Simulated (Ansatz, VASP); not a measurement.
# SiC: VASP beside Ansatz

Contents of INCAR:

```
  PREC = Accurate
  ENCUT = 520
  EDIFF = 1E-7
  ISMEAR = 0
  SIGMA = 0.05
  LREAL = False
  LASPH = True
  NELM = 80
  ALGO = Normal
  ISIF = 2
  LWAVE = False
  LCHARG = False
  GGA = PE
  NBANDS = 16
```

KPOINTS

```
regular mesh
0
Gamma
  12 12 6
```

POSCAR

```
SiC
1.0
    3.0759982064      0.0000000000      0.0000000000
   -1.5379991032      2.6638925888      0.0000000000
    0.0000000000      0.0000000000      5.0480000000
Si C
2 2
Direct
    0.3474104775      0.6948209550      0.0000000000
    0.6525895225      0.3051790450      0.5000000000
    0.3204849509      0.6409699019      0.3850000000
    0.6795150491      0.3590300981      0.8850000000
```

Input for Ansatz:

```yaml
crystal:
  lattice:
    - [3.0759982064, 0.0, 0.0]
    - [-1.5379991032, 2.6638925888, 0.0]
    - [0.0, 0.0, 5.048]
  atoms:
    - { symbol: Si, position: [0.3474104775, 0.694820955, 0.0] }
    - { symbol: Si, position: [0.6525895225, 0.305179045, 0.5] }
    - { symbol: C, position: [0.3204849509, 0.6409699019, 0.385] }
    - { symbol: C, position: [0.6795150491, 0.3590300981, 0.885] }
basis:
  ecutwfc: 420
kpoints:
  mp_grid: { grid: [12, 12, 6] }
hamiltonian:
  xc: pbe
scf:
  occupations: { method: gaussian, width: 0.05 }
output:
  forces: true
  stress: true
  eigenvalues: true
```

Change from the starting cell: mode 4 (260.4 1/cm) frozen in, largest displacement -0.075 Å.

Alike in both runs: task single point; functional PBE; k mesh 12 × 12 × 6; occupations gaussian, width 0.05 eV; no spin polarisation.

```csv
,VASP,Ansatz
version,VASP 6.6.1,Ansatz 0.2.0
potentials or method,"VASP PAW PBE potentials, release 64 (Si, C), cutoff 520 eV","scalar-relativistic, plane waves, PAW"
valence electrons in the cell,16,16
```

|  | VASP | Ansatz | Ansatz less VASP |
| --- | --- | --- | --- |
| gap on the k mesh at the Fermi level (eV) | 2.25 | 2.25 | +0.002 |
| least direct gap on the mesh (eV) | 4.13 | 4.13 | +0.004 |
| pressure (GPa) | 3.5 | 3.6 | +0.06 |
| traceless stress, the component that is largest in VASP (GPa) | -3.08 | -3.09 | -0.015 |
| rms of the force components (eV/Å) | 0.499 | 0.499 | -0.0001 |

Atom by atom the forces differ by 0.001 eV/Å (rms over components).
